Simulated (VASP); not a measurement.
# CdH2O2 (P3m1) in VASP: a series of runs

The runs below take CdH2O2 through single point, with PBEsol+D3(BJ).

Everything below comes from runs of VASP 6.6.1. Logs are shortened: lines on timing, memory, paths and dates and some standing lists are left out, and cuts for length are marked.

### 1 The cell of the first run

The structure is trigonal, space group P3m1 (No. 156). The conventional cell has a = 3.680 Å, b = 3.680 Å, c = 4.256 Å, α = 90.00°, β = 90.00°, γ = 120.00°. Cd (site symmetry 3m) has 3 H at 2.13 Å and 6 O at 2.29 to 2.33 Å within 2.8 Å. Within 1.3 Å of H (site symmetry 3m) lie 1 O at 0.94 Å. Within 1.3 Å of H (site symmetry 3m) lie 1 O at 0.94 Å. O (site symmetry 3m) has 1 H at 0.94 Å within 1.3 Å. Within 1.3 Å of O (site symmetry 3m) lie 1 H at 0.94 Å.

### 2 Single point, PBEsol+D3(BJ)

INCAR reads:

```
PREC     = Accurate       # precision mode
ENCUT    = 520            # plane-wave cutoff, eV
EDIFF    = 1E-6           # SCF threshold, eV
ISMEAR   = 0              # smearing method
SIGMA    = 0.01           # smearing width, eV
LREAL    = False          # projectors in reciprocal space
LASPH    = True           # aspherical terms in the spheres
NELM     = 100            # most SCF steps
ALGO     = Normal         # electronic algorithm
ISIF     = 2              # what is computed and relaxed
LWAVE    = False          # write WAVECAR
LCHARG   = False          # write CHGCAR
GGA      = PS             # functional
IVDW     = 12             # dispersion correction
NBANDS   = 21             # bands
```

KPOINTS reads:

```
regular mesh
0
Gamma
  6 6 4
```

POSCAR reads:

```
CdH2O2
1.0
    3.6796398757      0.0000000000      0.0000000000
   -1.8398199378      3.1866612277      0.0000000000
    0.0000000000      0.0000000000      4.2561157226
Cd H O
1 2 2
Direct
    0.3333333333      0.6666666667      0.9873000000
    0.0000000000      0.0000000000      0.0080770000
    0.6666666667      0.3333333333      0.4318850000
    0.0000000000      0.0000000000      0.7861940000
    0.6666666667      0.3333333333      0.2118940000
```

Potentials or basis: VASP PAW PBE potentials, release 64 (Cd, H, O).

Run with:

```bash
$ cat potpaw_PBE.64/Cd/POTCAR potpaw_PBE.64/H/POTCAR potpaw_PBE.64/O/POTCAR > POTCAR
$ mpirun -np 1 vasp_std > vasp.out
```

OUTCAR:

```text
PREC = Accurate
   ENCUT = 520
   EDIFF = 1E-6
   ISMEAR = 0
   LREAL = False
   LASPH = True
   NELM = 100
   ISIF = 2
   GGA = PS
   IVDW = 12
 IVDW          = 12

 ion  position               nearest neighbor table
   1  0.333  0.667  0.987-   2 2.13   2 2.13   2 2.13   4 2.29   4 2.29   4 2.29   5 2.33   5 2.33
                             5 2.33
   2  0.000  0.000  0.008-   4 0.94   1 2.13   1 2.13   1 2.13
   3  0.667  0.333  0.432-   5 0.94
   4  0.000  0.000  0.786-   2 0.94   1 2.29   1 2.29   1 2.29
   5  0.667  0.333  0.212-   3 0.94   1 2.33   1 2.33   1 2.33

  LATTYP: Found a hexagonal cell.
 ALAT       =     3.6796398757
 C/A-ratio  =     1.1566663767

  Lattice vectors:

 A1 = (   3.6796398757,   0.0000000000,   0.0000000000)
 A2 = (  -1.8398199378,   3.1866612277,   0.0000000000)
 A3 = (   0.0000000000,   0.0000000000,   4.2561157226)

Analysis of symmetry for initial positions (statically):
=====================================================================
 Subroutine PRICEL returns:
 Original cell was already a primitive cell.

 Routine SETGRP: Setting up the symmetry group for a
 hexagonal supercell.

 Subroutine GETGRP returns: Found  6 space group operations
 (whereof  6 operations were pure point group operations)
 out of a pool of 24 trial point group operations.

The static configuration has the point symmetry C_3v.

Analysis of symmetry for dynamics (positions and initial velocities):
=====================================================================
 Subroutine PRICEL returns:
 Original cell was already a primitive cell.

 Routine SETGRP: Setting up the symmetry group for a
 hexagonal supercell.

 Subroutine GETGRP returns: Found  6 space group operations
 (whereof  6 operations were pure point group operations)
 out of a pool of 24 trial point group operations.

The dynamic configuration has the point symmetry C_3v.

 Subroutine INISYM returns: Found  6 space group operations
 (whereof  6 operations are pure point group operations),
 and found     1 'primitive' translations

----------------------------------------------------------------------------------------

                                     Primitive cell

  volume of cell :      49.9062

  direct lattice vectors                    reciprocal lattice vectors
     3.679639876  0.000000000  0.000000000     0.271765725  0.156904033  0.000000000
    -1.839819938  3.186661228  0.000000000     0.000000000  0.313808067  0.000000000
     0.000000000  0.000000000  4.256115723     0.000000000  0.000000000  0.234956017

  length of vectors
     3.679639876  3.679639545  4.256115723     0.313808039  0.313808067  0.234956017

  position of ions in fractional coordinates (direct lattice)
     0.333333333  0.666666667  0.987300000
     0.000000000  0.000000000  0.008077000
     0.666666667  0.333333333  0.431885000
     0.000000000  0.000000000  0.786194000
     0.666666667  0.333333333  0.211894000

  ion indices of the primitive-cell ions
   primitive index   ion index
                 1           1
                 2           2
                 3           3
                 4           4
                 5           5

----------------------------------------------------------------------------------------

 KPOINTS: regular mesh

Automatic generation of k-mesh.
 Grid dimensions read from file:
 generate k-points for:    6    6    4

 Generating k-lattice:

  Cartesian coordinates                     Fractional coordinates (reciprocal lattice)
     0.045294288  0.026150672  0.000000000     0.166666667  0.000000000  0.000000000
     0.000000000  0.052301344  0.000000000     0.000000000  0.166666667  0.000000000
     0.000000000  0.000000000  0.058739004     0.000000000  0.000000000  0.250000000

  Length of vectors
     0.052301340  0.052301344  0.058739004

  Shift w.r.t. Gamma in fractional coordinates (k-lattice)
     0.000000000  0.000000000  0.000000000

 Subroutine IBZKPT returns following result:
 ===========================================

 Found     24 irreducible k-points:

 Following reciprocal coordinates:
            Coordinates               Weight
  0.000000  0.000000  0.000000      1.000000
  0.166667  0.000000  0.000000      6.000000
  0.333333  0.000000  0.000000      6.000000
  0.500000  0.000000  0.000000      3.000000
  0.166667  0.166667  0.000000      6.000000
  0.333333  0.166667  0.000000     12.000000
[... 16 lines left out ...]
  0.333333  0.166667  0.500000     12.000000
  0.333333  0.333333  0.500000      2.000000
   k-points           NKPTS =     24   k-points in BZ     NKDIM =     24   number of bands    NBANDS=     21
   number of dos      NEDOS =    301   number of ions     NIONS =      5
   total plane-waves  NPLWV =  25088
   dimension x,y,z NGX =    28 NGY =   28 NGZ =   32
   dimension x,y,z NGXF=    56 NGYF=   56 NGZF=   64
   ions per type =               1   2   2
   NGX,Y,Z   is equivalent  to a cutoff of  12.65, 12.65, 12.50 a.u.
[... 24 lines left out ...]
   EMIN   =  10.00;   EMAX   =-10.00  energy-range for DOS
   EFERMI =   0.00;   METHOD = LEGACY
   ISMEAR =     0;   SIGMA  =   0.01  broadening in eV -4-tet -1-fermi 0-gaus
   EFERMI_NEDOS =   21; number of points for ismear=-14 and -15
   IALGO  =     38    algorithm
   IMIX   =      4    mixing-type and parameters
     AMIX     =   0.40;   BMIX     =  1.00
     AMIX_MAG =   1.60;   BMIX_MAG =  1.00
  volume/ion in A,a.u.               =       9.98        67.36
  Fermi-wavevector in a.u.,A,eV,Ry     =   1.317289  2.489315 23.609514  1.735250
  Thomas-Fermi vector in A             =   2.447341
   LORBIT       =      0    0 simple, 1 ext, 2 COOP (PROOUT), +10 PAW based schemes
   GGA     = PS    functional components
   LHFCALC =     F    Hartree Fock is set to
   AEXX    =    0.0000 exact exchange contribution
   IVDW    =    12    specifies the selected vdW correction
   LEPSILON=     F    determine dielectric tensor
   LRPA    =     F    only Hartree local field effects (RPA)
 non-spin polarized calculation
 Gauss-broadening in eV      SIGMA  =   0.01
  energy-cutoff  :      520.00
  volume of cell :       49.91
 maximum number of plane-waves:      1356
   NGX = 13   NGY = 13   NGZ = 15

 number of electron      26.0000006 magnetization

 Free energy of the ion-electron system (eV)
  ---------------------------------------------------
  ext. energy  EPLUGINS =         0.00000000
  ---------------------------------------------------
  free energy    TOTEN  =       -22.41189154 eV

  energy without entropy =      -22.41189154  energy(sigma->0) =      -22.41189154

 E-fermi :   0.0194     XC(G=0): -10.0713

 val. band max:       -0.0888213688   @ k =   0.5000   0.0000   0.0000
 cond. band min:       1.3372133793   @ k =   0.0000   0.0000   0.0000
 fundamental gap:      1.4260347481
 Fermi energy:         0.0193775766

 k-point     1 :       0.0000    0.0000    0.0000
  band No.  band energies     occupation
      1     -19.2523      2.00000
      2     -17.8747      2.00000
      3      -7.5147      2.00000
      4      -7.1864      2.00000
      5      -7.1864      2.00000
      6      -6.2296      2.00000
[... 13 lines left out ...]
     20      15.1124      0.00000
     21      16.8426      0.00000

 k-point     2 :       0.1667    0.0000    0.0000
  band No.  band energies     occupation
      1     -19.1480      2.00000
      2     -17.9453      2.00000
      3      -7.4595      2.00000
      4      -7.0474      2.00000
      5      -6.9751      2.00000
      6      -6.2910      2.00000
[... 13 lines left out ...]
     20      14.8295      0.00000
     21      16.5534      0.00000

 k-point     3 :       0.3333    0.0000    0.0000
  band No.  band energies     occupation
      1     -18.9128      2.00000
      2     -18.1041      2.00000
      3      -7.2232      2.00000
      4      -6.8092      2.00000
      5      -6.7724      2.00000
      6      -6.2415      2.00000
[... 13 lines left out ...]
     20      14.5164      0.00000
     21      15.2554      0.00000
[... 457 lines left out ...]
 k-point    23 :       0.3333    0.1667    0.5000
  band No.  band energies     occupation
      1     -18.7362      2.00000
      2     -18.1996      2.00000
      3      -7.3380      2.00000
      4      -6.9224      2.00000
      5      -6.6318      2.00000
      6      -6.1941      2.00000
[... 13 lines left out ...]
     20      14.2656      0.00000
     21      15.9373      0.00000

 k-point    24 :       0.3333    0.3333    0.5000
  band No.  band energies     occupation
      1     -18.7065      2.00000
      2     -18.1993      2.00000
      3      -7.1840      2.00000
      4      -6.9741      2.00000
      5      -6.4908      2.00000
      6      -6.3093      2.00000
[... 13 lines left out ...]
     20      15.5809      0.00000
     21      16.2185      0.00000

------------------------ aborting loop because EDIFF is reached ----------------------------------------

 Edisp (eV)   -0.49701

 E8    (eV) :    -0.2780

  FORCE on cell =-STRESS in cart. coord.  units (eV):
  Direction    XX          YY          ZZ          XY          YZ          ZX
  --------------------------------------------------------------------------------------
  -------------------------------------------------------------------------------------
  Total       1.52392     1.52391     4.53192     0.00000     0.00000    -0.00000
  in kB      48.92341    48.92340   145.49183     0.00000     0.00000    -0.00000
  external pressure =       81.11 kB  Pullay stress =        0.00 kB

 VOLUME and BASIS-vectors are now :
 -----------------------------------------------------------------------------
  energy-cutoff  :      520.00
  volume of cell :       49.91
      direct lattice vectors                 reciprocal lattice vectors
     3.679639876  0.000000000  0.000000000     0.271765725  0.156904033  0.000000000
    -1.839819938  3.186661228  0.000000000     0.000000000  0.313808067  0.000000000
     0.000000000  0.000000000  4.256115723     0.000000000  0.000000000  0.234956017

 POSITION                                       TOTAL-FORCE (eV/Angst)
 -----------------------------------------------------------------------------------
     -0.00000      2.12444      4.20206        -0.000000     -0.000000     -0.102204
      0.00000      0.00000      0.03438         0.000000      0.000000      2.275618
      1.83982      1.06222      1.83815        -0.000000      0.000000      2.421669
      0.00000      0.00000      3.34613         0.000000      0.000000     -2.529855
      1.83982      1.06222      0.90185        -0.000000      0.000000     -2.065228
 -----------------------------------------------------------------------------------
    total drift:                               -0.000000      0.000001     -0.000093

  FREE ENERGIE OF THE ION-ELECTRON SYSTEM (eV)
  ---------------------------------------------------
  free  energy   TOTEN  =       -22.9088981561 eV

  energy  without entropy=      -22.9088981561  energy(sigma->0) =      -22.90889816
```

Run time: 15 s. Hardware: 1 thread of Intel Xeon Platinum 8375C at 2.90GHz (Ice Lake), shared host; peak memory 0.19 GiB.

Results:

```yaml
Free_energy: -22.9089 eV
Pressure: 8.1 GPa
Largest_force: 2.530 eV/Å
Band_gap_on_the_k_mesh: 1.43 eV, indirect (least direct gap 1.95 eV)
Dispersion_energy_per_atom: -0.099 eV
```

Forces on the atoms (eV/Å):
```
Cd   0.000  0.000 -0.102
H    0.000  0.000  2.276
H    0.000  0.000  2.422
O    0.000  0.000 -2.530
O    0.000  0.000 -2.065
```

Caveat: the PAW data sets were made with another functional, which shifts forces and pressure a little.

### 3 Single point, PBEsol+D3(BJ)

This run uses another cell than the first one, of 10.43 Å³/atom, 1.045 times its volume.

INCAR reads:

```
ALGO     = Normal         # electronic algorithm
EDIFF    = 1E-7           # SCF threshold, eV
ENCUT    = 520            # plane-wave cutoff, eV
GGA      = PS             # functional
ISIF     = 2              # what is computed and relaxed
ISMEAR   = 0              # smearing method
IVDW     = 12             # dispersion correction
LASPH    = True           # aspherical terms in the spheres
LCHARG   = True           # write CHGCAR
LELF     = True           # ELF
LREAL    = False          # projectors in reciprocal space
LVHAR    = True         
LWAVE    = False          # write WAVECAR
NBANDS   = 21             # bands
NELM     = 100            # most SCF steps
PREC     = Accurate       # precision mode
SIGMA    = 0.01           # smearing width, eV
```

KPOINTS reads:

```
k-points
0
Gamma
  6 6 4
```

Edit POSCAR of step 2 so:

```diff
@@ -2,5 +2,5 @@
 1.0
-    3.6796398757      0.0000000000      0.0000000000
-   -1.8398199378      3.1866612277      0.0000000000
-    0.0000000000      0.0000000000      4.2561157226
+    3.7345679719      0.0000000000      0.0000000000
+   -1.8672839859      3.2342303487      0.0000000000
+    0.0000000000      0.0000000000      4.3196492046
 Cd H O
```

Potentials or basis: VASP PAW PBE potentials, release 64 (Cd, H, O).

Run with:

```bash
$ cat potpaw_PBE.64/Cd/POTCAR potpaw_PBE.64/H/POTCAR potpaw_PBE.64/O/POTCAR > POTCAR
$ mpirun -np 1 vasp_std > vasp.out
```

It took 17 s on 1 thread of Intel Xeon Platinum 8375C at 2.90GHz (Ice Lake), shared host; peak memory 0.19 GiB.

It converged, with:

- Free energy: -22.9879 eV
- Pressure: 2.7 GPa
- Largest force: 1.575 eV/Å
- Band gap on the k mesh: 1.32 eV, indirect (least direct gap 1.84 eV)
- Dispersion energy per atom: -0.095 eV

Forces on the atoms (eV/Å):
```
Cd   0.000  0.000 -0.080
H    0.000  0.000  1.528
H    0.000  0.000  1.575
O    0.000  0.000 -1.521
O    0.000  0.000 -1.502
```

Stress tensor (GPa, compression positive):
```
0.21 0.00 0.00
0.00 0.21 0.00
0.00 0.00 7.68
```

Levels at points of the mesh, in eV from the valence-band top:
```csv
k point,band 9,band 10,band 11,band 12,band 13,band 14,band 15,band 16,band 17,band 18
"(0.00, 0.00, 0.00)",-4.02,-1.16,-1.16,-0.53,-0.53,1.32,6.12,10.61,11.15,11.15
"(0.50, 0.00, 0.00)",-4.07,-3.34,-2.66,-1.99,0.00,5.58,6.29,8.45,10.24,11.59
"(0.00, 0.00, 0.50)",-4.65,-1.29,-1.29,-0.35,-0.35,3.39,4.77,10.60,11.18,11.18
"(0.50, 0.00, 0.50)",-4.39,-2.65,-2.36,-1.83,-0.32,5.83,6.25,8.48,9.31,12.46
```

Caveat: the PAW data sets were made with another functional, which shifts forces and pressure a little.

### 4 Single point, PBEsol+D3(BJ)

This run uses another cell than the first one, of 10.89 Å³/atom, 1.091 times its volume.

INCAR reads:

```
PREC = Accurate ; ENCUT = 520
EDIFF = 1E-6 ; ISMEAR = 0
SIGMA = 0.01 ; LREAL = False
LASPH = True ; NELM = 60
ALGO = Normal ; ISIF = 2
LWAVE = False ; LCHARG = True
GGA = PS ; IVDW = 12
LELF = True ; LVHAR = True
NBANDS = 21
```

KPOINTS reads:

```
regular mesh
0
Gamma
  6 6 4
```

Edit POSCAR of step 3 so:

```diff
@@ -2,5 +2,5 @@
 1.0
-    3.7345679719      0.0000000000      0.0000000000
-   -1.8672839859      3.2342303487      0.0000000000
-    0.0000000000      0.0000000000      4.3196492046
+    3.7879261519      0.0000000000      0.0000000000
+   -1.8939630759      3.2804398825      0.0000000000
+    0.0000000000      0.0000000000      4.3813668174
 Cd H O
```

Run with:

```bash
$ cat potpaw_PBE.64/Cd/POTCAR potpaw_PBE.64/H/POTCAR potpaw_PBE.64/O/POTCAR > POTCAR
$ mpirun -np 1 vasp_std > vasp.out
```

Run time: 19 s. Hardware: 1 thread of Intel Xeon Platinum 8375C at 2.90GHz (Ice Lake), shared host; peak memory 0.19 GiB.

The run converged. Its results:

- Free energy: -22.9979 eV
- Pressure: -1.6 GPa
- Largest force: 0.992 eV/Å
- Band gap on the k mesh: 1.21 eV, indirect (least direct gap 1.74 eV)
- Dispersion energy per atom: -0.091 eV

Forces in eV/Å, atoms in the order of the input:
```
Cd   0.000  0.000 -0.062
H    0.000  0.000  0.866
H    0.000  0.000  0.830
O    0.000  0.000 -0.643
O    0.000  0.000 -0.992
```

Stress tensor (GPa, compression positive):
```
-3.45  0.00  0.00
 0.00 -3.45  0.00
 0.00  0.00  2.03
```

Levels at points of the mesh, in eV from the valence-band top:
| k point | band 11 | band 12 | band 13 | band 14 | band 15 | band 16 |
| --- | --- | --- | --- | --- | --- | --- |
| (0.00, 0.00, 0.00) | -1.05 | -0.53 | -0.53 | 1.21 | 6.10 | 10.29 |
| (0.50, 0.00, 0.00) | -2.47 | -1.83 | 0.00 | 5.36 | 6.16 | 8.35 |
| (0.00, 0.00, 0.50) | -1.17 | -0.37 | -0.37 | 3.17 | 4.72 | 10.40 |
| (0.50, 0.00, 0.50) | -2.19 | -1.70 | -0.30 | 5.57 | 6.19 | 8.28 |

Caveat: the PAW data sets were made with another functional, which shifts forces and pressure a little. A k mesh can miss the band edges.

### 5 Single point, PBEsol+D3(BJ)

This run uses another cell than the first one, of 11.34 Å³/atom, 1.136 times its volume.

INCAR reads:

```
SYSTEM = CdH2O2
  PREC = Accurate
  ENCUT = 520
  EDIFF = 1E-6
  ISMEAR = 0
  SIGMA = 0.01
  LREAL = .False.
  LASPH = .True.
  NELM = 80
  ALGO = Normal
  ISIF = 2
  LWAVE = .False.
  LCHARG = .False.
  GGA = PS
  IVDW = 12
  NBANDS = 21
```

KPOINTS reads:

```
regular mesh
0
Gamma
  6 6 4
  0 0 0
```

Edit POSCAR of step 4 so:

```diff
@@ -2,5 +2,5 @@
 1.0
-    3.7879261519      0.0000000000      0.0000000000
-   -1.8939630759      3.2804398825      0.0000000000
-    0.0000000000      0.0000000000      4.3813668174
+    3.8398220000      0.0000000000      0.0000000000
+   -1.9199110000      3.3253830000      0.0000000000
+    0.0000000000      0.0000000000      4.4413930000
 Cd H O
```

Run with:

```bash
$ cat potpaw_PBE.64/Cd/POTCAR potpaw_PBE.64/H/POTCAR potpaw_PBE.64/O/POTCAR > POTCAR
$ mpirun -np 1 vasp_std > vasp.out
```

It took 22 s on 1 thread of Intel Xeon Platinum 8375C at 2.90GHz (Ice Lake), shared host; peak memory 0.2 GiB.

It converged, with:

```yaml
Free_energy: -22.9531 eV
Pressure: -5.0 GPa
Largest_force: 0.529 eV/Å
Band_gap_on_the_k_mesh: 1.12 eV, indirect (least direct gap 1.65 eV)
Dispersion_energy_per_atom: -0.087 eV
```

Forces in eV/Å, atoms in the order of the input:
```
Cd   0.000  0.000 -0.045
H    0.000  0.000  0.279
H    0.000  0.000  0.170
O    0.000  0.000  0.124
O    0.000  0.000 -0.529
```

Stress tensor (GPa, compression positive):
```
-6.27  0.00  0.00
 0.00 -6.27  0.00
 0.00  0.00 -2.60
```

Levels at points of the mesh, in eV from the valence-band top:
```tsv
k point	band 10	band 11	band 12	band 13	band 14	band 15	band 16	band 17
(0.00, 0.00, 0.00)	-0.95	-0.95	-0.53	-0.53	1.12	6.08	9.98	10.71
(0.50, 0.00, 0.00)	-3.12	-2.30	-1.70	0.00	5.14	6.04	8.24	9.78
(0.00, 0.00, 0.50)	-1.06	-1.06	-0.38	-0.38	2.97	4.68	10.20	10.75
(0.50, 0.00, 0.50)	-2.46	-2.03	-1.58	-0.28	5.32	6.13	8.08	8.97
```

Caveat: the PAW data sets were made with another functional, which shifts forces and pressure a little. Expect the measured gap to be larger: semilocal functionals such as PBEsol lack the derivative discontinuity.

### 6 Summary

| cell | gap on the mesh (eV) | pressure (GPa) | largest force (eV/Å) |
| --- | --- | --- | --- |
| a = 3.680, b = 3.680, c = 4.256 Å, angles 90.0, 90.0, 120.0°, 5 atoms | 1.43 | 8.1 | 2.53 |
| a = 3.735, b = 3.735, c = 4.320 Å, angles 90.0, 90.0, 120.0°, 5 atoms | 1.32 | 2.7 | 1.58 |
| a = 3.788, b = 3.788, c = 4.381 Å, angles 90.0, 90.0, 120.0°, 5 atoms | 1.21 | -1.6 | 0.99 |
| a = 3.840, b = 3.840, c = 4.441 Å, angles 90.0, 90.0, 120.0°, 5 atoms | 1.12 | -5.0 | 0.53 |

Alike in all rows: task single point; level PBEsol+D3(BJ); potentials or basis VASP PAW PBE potentials, release 64 (Cd, H, O); no spin polarisation; k mesh 6 × 6 × 4; cutoff (eV) 520; smearing gaussian 0.01 eV.

Caveats: the PAW data sets were made with another functional, which shifts forces and pressure a little.

Total energies depend on the potentials used, so only differences within one code and one set of settings carry meaning.
